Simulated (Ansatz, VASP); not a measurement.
Two plane-wave programs on As2H

File INCAR:

```
PREC = Accurate
ENCUT = 520
EDIFF = 1E-7
ISMEAR = 0
SIGMA = 0.05
LREAL = F
LASPH = T
NELM = 150
ALGO = Normal
ISIF = 2
LWAVE = F
LCHARG = F
ISPIN = 2
MAGMOM = 0 0 1
LORBIT = 11
LDIPOL = T
IDIPOL = 3
DIPOL = 0.5 0.5 0.289
GGA = PE
IVDW = 12
NBANDS = 16
```

The input KPOINTS:

```
Automatic mesh
0
Gamma
  9 9 1
```

Contents of POSCAR:

```
As2H
1.0
    3.5713387681      0.0000000000      0.0000000000
   -1.7856693841      3.0928700987      0.0000000000
    0.0000000000      0.0000000000     18.3976402524
As H
2 1
Direct
    0.3333333333      0.6666666667      0.2933876398
    0.6666666667      0.3333333333      0.2174191877
    0.8333333333      0.6666666667      0.3564392043
```

Input for Ansatz:

```yaml
crystal:
  lattice:
    - [3.5713387681, 0.0, 0.0]
    - [-1.7856693841, 3.0928700987, 0.0]
    - [0.0, 0.0, 18.3976402524]
  atoms:
    - { symbol: As, position: [0.3333333333, 0.6666666667, 0.2933876398] }
    - { symbol: As, position: [0.6666666667, 0.3333333333, 0.2174191877] }
    - { symbol: H, position: [0.8333333333, 0.6666666667, 0.3564392043], spin: 1.0 }
basis:
  ecutwfc: 420
kpoints:
  mp_grid: { grid: [9, 9, 1] }
hamiltonian:
  xc: pbe
  dispersion: d3bj
scf:
  occupations: { method: gaussian, width: 0.05 }
output:
  forces: true
  eigenvalues: true
  populations: true
  write_density: true
  write_potential: true
  elf: true
  volumetric_format: npy
magnetization:
  spin_polarized: true
efield:
  axis: 3
  dipole_correction: true
  ramp_width: 0.04
```

Alike in both runs: task single point; functional PBE; dispersion D3(BJ); k mesh 9 × 9 × 1; occupations gaussian, width 0.05 eV; collinear spin.

|  | VASP | Ansatz |
| --- | --- | --- |
| version | VASP 6.6.1 | Ansatz 0.2.0 |
| potentials or method | VASP PAW PBE potentials, release 64 (As, H), cutoff 520 eV | scalar-relativistic, plane waves, PAW |
| valence electrons in the cell | 11 | 31 |

```tsv
	VASP	Ansatz	Ansatz less VASP
gap on the k mesh at the Fermi level (eV)	none	none	-
rms of the force components (eV/Å)	0.533	0.506	-0.0264
net moment per atom (μB)	0.01	0.00	-0.012
```

Atom by atom the forces differ by 0.032 eV/Å (rms over components). A gap of «none» marks a metal or a gap that the smearing closes. VASP's potentials hold 11 valence electrons a cell and Ansatz's 31, so a difference there can come from the potentials and not from the codes. Ansatz's warnings: seeded moment not kept.
